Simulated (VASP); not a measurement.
# Se (P3_121) in VASP: a series of runs, part 2 of 2

VASP 6.6.1.

## Step 3: Relaxation of cell and atoms, LAK

Input file POSCAR:

```
Se
1.0
    4.3662000000      0.0000000000      0.0000000000
   -2.1831000000      3.7812401180      0.0000000000
    0.0000000000      0.0000000000      4.9536000000
Se
3
Direct
    0.7746000000      0.7746000000      0.0000000000
    0.0000000000      0.2254000000      0.6666666667
    0.2254000000      0.0000000000      0.3333333333
```

Input file INCAR.step1:

```
  METAGGA = LAK
  ISMEAR = 0
  SIGMA = 0.03
  LWAVE = F
  LCHARG = F
  NSW = 80
  PREC = Accurate
  LASPH = T
  LREAL = F
  ALGO = Normal
  EDIFF = 1E-6
  NELM = 120
  GGA_COMPAT = F
  IBRION = 2
  ISIF = 3
  EDIFFG = -0.005
  NELMIN = 4
  ENCUT = 320
  EFERMI = MIDGAP
  LMIXTAU = T
  KPAR = 4
  POTIM = 0.5
```

Input file INCAR.step3:

```
  METAGGA = LAK
  ISMEAR = 0
  SIGMA = 0.03
  LWAVE = F
  LCHARG = F
  PREC = Accurate
  LASPH = T
  LREAL = F
  ALGO = Normal
  EDIFF = 1E-6
  NELM = 120
  GGA_COMPAT = F
  ISIF = 2
  ENCUT = 320
  EFERMI = MIDGAP
  LMIXTAU = T
  KPAR = 4
```

Input file KPOINTS:

```
Automatic mesh
0
Gamma
  5 5 4
  0 0 0
```

Potentials or basis: VASP PAW PBE potentials, release 64 (Se).

Started as:

```bash
$ cat potpaw_PBE.64/Se/POTCAR > POTCAR
$ cp INCAR.step1 INCAR
$ cp POSCAR.step1 POSCAR
$ mpirun -np 4 vasp_std > vasp.out
$ cp CONTCAR POSCAR
$ mpirun -np 4 vasp_std > vasp.out
$ cp CONTCAR POSCAR
$ cp INCAR.step3 INCAR
$ mpirun -np 4 vasp_std > vasp.out
```

Wall time 5.2 min (4 MPI ranks of Intel Xeon Platinum 8259CL at 2.50GHz (Skylake/Cascade Lake), shared host); peak memory 0.15 GiB.

The run converged. Its results:

```yaml
Free_energy: 44.9546 eV
Relaxed_volume: 31.33 Å³/atom
Relaxed_cell: a = 4.662 Å, b = 4.662 Å, c = 4.994 Å, α = 90.00°, β = 90.00°, γ = 120.00°
Space_group_after_relaxing_to_0.1_Å: P3_121 (No. 152)
Energy_gained_by_relaxing: 31.8 meV/atom
Ionic_steps: 15
Pressure_after_relaxing: 0.0 GPa
Band_gap_on_the_k_mesh: 1.87 eV
```

The path:
| step | energy change (eV) | largest force (eV/Å) | pressure (GPa) | volume (Å³) |
| --- | --- | --- | --- | --- |
| 1 | 0.0000 | 0.0496 | 3.27 | 81.78 |
| 2 | -0.0248 | 0.6851 | -1.57 | 88.55 |
| 3 | -0.0402 | 0.4208 | 0.12 | 85.85 |
| 4 | -0.0622 | 0.2760 | 0.13 | 87.38 |
| 5 | -0.0824 | 0.0408 | 0.30 | 90.38 |
| 6 | -0.0829 | 0.1044 | 0.35 | 90.95 |
| 7 | -0.0889 | 0.0330 | -0.31 | 93.02 |
| 8 | -0.0893 | 0.0768 | -0.51 | 93.70 |
| 9 | -0.0930 | 0.0095 | -0.16 | 94.05 |
| 10 | -0.0934 | 0.0179 | -0.03 | 94.18 |
| 11 | -0.0934 | 0.0206 | -0.02 | 94.20 |
| 12 | -0.0934 | 0.0109 | -0.03 | 94.16 |
| 13 | -0.0935 | 0.0068 | -0.06 | 94.11 |
| 14 | -0.0935 | 0.0006 | -0.01 | 93.99 |
| 15 | -0.0953 | 0.0010 | 0.01 | 93.99 |

Final structure:
```
CELL_PARAMETERS angstrom
4.66191 0.00000 0.00000
-2.33096 4.03733 0.00000
0.00000 0.00000 4.99370
ATOMIC_POSITIONS crystal
Se 0.78949 0.78949 0.00000
Se 0.00000 0.21051 0.66667
Se 0.21051 0.00000 0.33333
```

Levels at points of the mesh, in eV from the valence-band top:
| k point | band 7 | band 8 | band 9 | band 10 | band 11 | band 12 |
| --- | --- | --- | --- | --- | --- | --- |
| (0.00, 0.00, 0.00) | -1.92 | -1.92 | -0.29 | 2.68 | 2.68 | 3.01 |
| (0.00, 0.00, 0.50) | -1.23 | -1.23 | -0.86 | 1.91 | 2.04 | 2.04 |

Caveat: the PAW data sets were made with another functional, which shifts forces and pressure a little.

## Step 4: Relaxation of cell and atoms, LAK

POSCAR is that of step 3.

Changes to INCAR.step1 since step 3:

```diff
@@ -10,3 +10,3 @@
   ALGO = Normal
-  EDIFF = 1E-6
+  EDIFF = 1E-7
   NELM = 120
@@ -15,5 +15,5 @@
   ISIF = 3
-  EDIFFG = -0.005
+  EDIFFG = -0.002
   NELMIN = 4
-  ENCUT = 320
+  ENCUT = 650
   EFERMI = MIDGAP
```

Input file INCAR.step4:

```
  METAGGA = LAK
  ISMEAR = 0
  SIGMA = 0.03
  LWAVE = F
  LCHARG = F
  PREC = Accurate
  LASPH = T
  LREAL = F
  ALGO = Normal
  EDIFF = 1E-7
  NELM = 120
  GGA_COMPAT = F
  ISIF = 2
  ENCUT = 650
  EFERMI = MIDGAP
  LMIXTAU = T
  KPAR = 4
```

Input file KPOINTS:

```
Automatic mesh
0
Gamma
  7 7 6
  0 0 0
```

Started as:

```bash
$ cat potpaw_PBE.64/Se/POTCAR > POTCAR
$ cp INCAR.step1 INCAR
$ cp POSCAR.step1 POSCAR
$ mpirun -np 4 vasp_std > vasp.out
$ cp CONTCAR POSCAR
$ mpirun -np 4 vasp_std > vasp.out
$ cp CONTCAR POSCAR
$ mpirun -np 4 vasp_std > vasp.out
$ cp CONTCAR POSCAR
$ cp INCAR.step4 INCAR
$ mpirun -np 4 vasp_std > vasp.out
```

It took 23 min on 4 MPI ranks of Intel Xeon Platinum 8259CL at 2.50GHz (Skylake/Cascade Lake), shared host; peak memory 0.29 GiB.

The run converged. Its results:

```
Free energy                           : 44.9526 eV
Relaxed volume                        : 31.37 Å³/atom
Relaxed cell                          : a = 4.664 Å, b = 4.664 Å, c = 4.995 Å, α = 90.00°, β = 90.00°, γ = 120.00°
Space group after relaxing (to 0.1 Å) : P3_121 (No. 152)
Energy gained by relaxing             : 32.1 meV/atom
Ionic steps                           : 24
Pressure after relaxing               : 0.0 GPa
Band gap on the k mesh                : 1.76 eV (least direct gap 1.93 eV)
```

The path:
```csv
step,energy change (eV),largest force (eV/Å),pressure (GPa),volume (Å³)
1,0.0000,0.0437,3.26,81.78
2,-0.0251,0.6844,-1.55,88.51
3,-0.0400,0.4248,0.11,85.85
4,-0.0624,0.2782,0.12,87.40
5,-0.0831,0.0455,0.31,90.46
6,-0.0836,0.1079,0.37,91.02
7,-0.0901,0.0343,-0.31,93.20
8,-0.0905,0.0812,-0.52,93.92
9,-0.0945,0.0103,-0.17,94.32
10,-0.0949,0.0183,-0.03,94.47
11,-0.0949,0.0210,-0.01,94.49
12,-0.0949,0.0102,-0.03,94.46
13,-0.0949,0.0050,-0.06,94.42
14,-0.0950,0.0027,0.00,94.29
15,-0.0950,0.0026,0.00,94.29
16,-0.0950,0.0024,0.00,94.27
17,-0.0950,0.0004,0.00,94.21
18,-0.0950,0.0028,0.00,94.07
19,-0.0950,0.0018,0.00,94.12
20,-0.0962,0.0026,-0.01,94.12
21,-0.0962,0.0019,0.01,94.10
22,-0.0962,0.0011,0.01,94.10
23,-0.0962,0.0001,0.00,94.11
24,-0.0962,0.0001,0.00,94.11
```

Final structure:
```yaml
crystal:
  lattice:
    - [4.66443, 0.00000, 0.00000]
    - [-2.33221, 4.03951, 0.00000]
    - [0.00000, 0.00000, 4.99454]
  atoms:
    - { symbol: Se, position: [0.78976, 0.78976, 0.00000] }
    - { symbol: Se, position: [0.00000, 0.21024, 0.66667] }
    - { symbol: Se, position: [0.21024, 0.00000, 0.33333] }
```

Levels at points of the mesh, in eV from the valence-band top:
```
           k point  band 7  band 8  band 9  band 10  band 11  band 12
(0.00, 0.00, 0.00)   -1.97   -1.97   -0.33     2.63     2.63     2.97
(0.00, 0.00, 0.50)   -1.28   -1.28   -0.91     1.87     2.00     2.00
```

Caveat: the volume moved by over 15 % at a fixed basis, so the end points are rough; the PAW data sets were made with another functional, which shifts forces and pressure a little.

## Step 5: Single point, revPBE

Input file INCAR:

```
ALGO = Normal
EDIFF = 1E-7
ENCUT = 520
GGA = RE
ISIF = 2
ISMEAR = -1
LASPH = True
LCHARG = False
LREAL = False
LWAVE = False
NBANDS = 16
NELM = 80
PREC = Accurate
SIGMA = 0.05
```

Input file KPOINTS:

```
k-points
0
Gamma
  7 7 6
```

POSCAR is that of step 4.

Started as:

```bash
$ cat potpaw_PBE.64/Se/POTCAR > POTCAR
$ mpirun -np 1 vasp_std > vasp.out
```

Run time: 45 s. Hardware: 1 thread of AMD EPYC 9R14 (Zen 4), shared host; peak memory 0.17 GiB.

The run converged. Its results:

* Free energy: -9.5751 eV
* Pressure: 4.2 GPa
* Largest force: 0.419 eV/Å
* Band gap on the k mesh: 1.25 eV (least direct gap 1.50 eV)

Forces on the atoms (eV/Å):
```
Se  -0.210 -0.363  0.000
Se  -0.210  0.363  0.000
Se   0.419  0.000  0.000
```

Stress tensor (GPa, compression positive):
```
3.58 0.00 0.00
0.00 3.58 0.00
0.00 0.00 5.31
```

Levels at points of the mesh, in eV from the valence-band top:
```tsv
k point	band 5	band 6	band 7	band 8	band 9	band 10	band 11	band 12	band 13	band 14
(0.00, 0.00, 0.00)	-3.83	-3.74	-2.05	-2.05	-0.42	1.91	1.91	2.19	6.34	6.60
(0.00, 0.00, 0.50)	-3.39	-3.39	-1.54	-1.54	-1.14	1.27	1.27	1.30	6.31	7.34
```

Caveat: the cell stands under pressure; the PAW data sets were made with another functional, which shifts forces and pressure a little.

## Step 6: Single point, BLYP

Input file INCAR:

```
SYSTEM = Se
AGGAC = 1.0
AGGAX = 1.0
ALDAC = 0.0
ALDAX = 1.0
ALGO = Normal
EDIFF = 1E-6
ENCUT = 520
GGA = B5
ISIF = 2
ISMEAR = -1
LASPH = .True.
LCHARG = .True.
LELF = .True.
LREAL = .False.
LVHAR = .True.
LWAVE = .False.
NBANDS = 16
NELM = 60
PREC = Accurate
SIGMA = 0.05
```

Input file KPOINTS:

```
k-points
0
Gamma
  7 7 6
  0 0 0
```

POSCAR is that of step 5.

Potentials or basis: VASP PAW PBE potentials, release 64 (Se).

Started as:

```bash
$ cat potpaw_PBE.64/Se/POTCAR > POTCAR
$ mpirun -np 1 vasp_std > vasp.out
```

Run time: 55 s. Hardware: 1 thread of AMD EPYC 9R14 (Zen 4), shared host; peak memory 0.17 GiB.

It converged, with:

* Free energy: -8.8583 eV
* Pressure: 6.5 GPa
* Largest force: 0.727 eV/Å
* Band gap on the k mesh: 1.22 eV (least direct gap 1.47 eV)

Forces on the atoms (eV/Å):
```
Se  -0.363 -0.630  0.000
Se  -0.363  0.630  0.000
Se   0.727  0.000  0.000
```

Stress tensor (GPa, compression positive):
```
5.50 0.00 0.00
0.00 5.50 0.00
0.00 0.00 8.38
```

Levels at points of the mesh, in eV from the valence-band top:
| k point | band 7 | band 8 | band 9 | band 10 | band 11 | band 12 |
| --- | --- | --- | --- | --- | --- | --- |
| (0.00, 0.00, 0.00) | -2.01 | -2.01 | -0.42 | 1.87 | 1.87 | 2.17 |
| (0.00, 0.00, 0.50) | -1.52 | -1.52 | -1.13 | 1.25 | 1.25 | 1.28 |

Caveat: the cell stands under pressure; the PAW data sets were made with another functional, which shifts forces and pressure a little.

## Step 7: Overview

| task | level | spin | cell | k mesh | cutoff (eV) | smearing | dipole correction | tolerance level | purpose | passes | gap on the mesh (eV) | pressure (GPa) | relaxed volume (Å³/atom) | largest force (eV/Å) |
| --- | --- | --- | --- | --- | --- | --- | --- | --- | --- | --- | --- | --- | --- | --- |
| single point | PBEsol | non-collinear, zero start, SOC | as given | 5 × 5 × 4 | 520 | fermi-dirac 0.05 eV | no | - | - | - | - | 0.4 | - | 0.35 |
| relaxation of cell and atoms | LAK | off | relaxed | 5 × 5 × 4 | 320 | gaussian 0.03 eV | - | standard | cell | 2 | 1.87 | 0.0 | 31.33 | - |
| relaxation of cell and atoms | LAK | off | relaxed | 7 × 7 × 6 | 650 | gaussian 0.03 eV | - | standard | cell | 3 | 1.76 | 0.0 | 31.37 | - |
| single point | revPBE | off | as given | 7 × 7 × 6 | 520 | fermi-dirac 0.05 eV | no | - | - | - | 1.25 | 4.2 | - | 0.42 |
| single point | BLYP | off | as given | 7 × 7 × 6 | 520 | fermi-dirac 0.05 eV | no | - | - | - | 1.22 | 6.5 | - | 0.73 |

Alike in all rows: potentials or basis VASP PAW PBE potentials, release 64 (Se).

The pressure there spans 0.4 GPa (PBEsol) to 6.5 GPa (BLYP); a positive pressure means that this level wants a larger cell, a negative one a smaller.

Caveats: the PAW data sets were made with another functional, which shifts forces and pressure a little; the cell stands under pressure (at least some runs); the volume moved by over 15 % at a fixed basis, so the end points are rough (at least some runs).

Absolute energies hang on the potentials; compare differences alone.
